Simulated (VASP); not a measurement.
## Rh: single point with LDA

Crystal: Rh.

```
Rh
1.0
     0.00000    1.82538    1.82538
     1.82538    0.00000    1.82538
     1.82538    1.82538    0.00000
Rh
1
Direct
  0.00000 0.00000 0.00000
```

This cell differs from its parent crystal: volume scaled by 0.92.

```json
{
  "Program": "VASP 6.6.1",
  "Task": "single point",
  "Functional": "LDA",
  "Potentials or basis": "VASP PAW LDA potentials, release 64 (Rh_pv)",
  "Cutoff": "520 eV",
  "k mesh": "17 × 17 × 17",
  "Occupations": "fermi-dirac, width 0.05 eV",
  "Spin": "no spin polarisation"
}
```

```json
{
 "Pressure": "33.9 GPa"
}
```

Levels at points of the mesh, in eV from the Fermi level:
```tsv
k point	band 4	band 5	band 6	band 7	band 8	band 9	band 10	band 11
(0.00, 0.00, 0.00)	-8.96	-3.76	-3.76	-3.76	-1.19	-1.19	15.75	20.02
```

Run time: 12 s on 1 thread of Intel Xeon 6975P-C (shared host), peak memory 0.14 GiB.
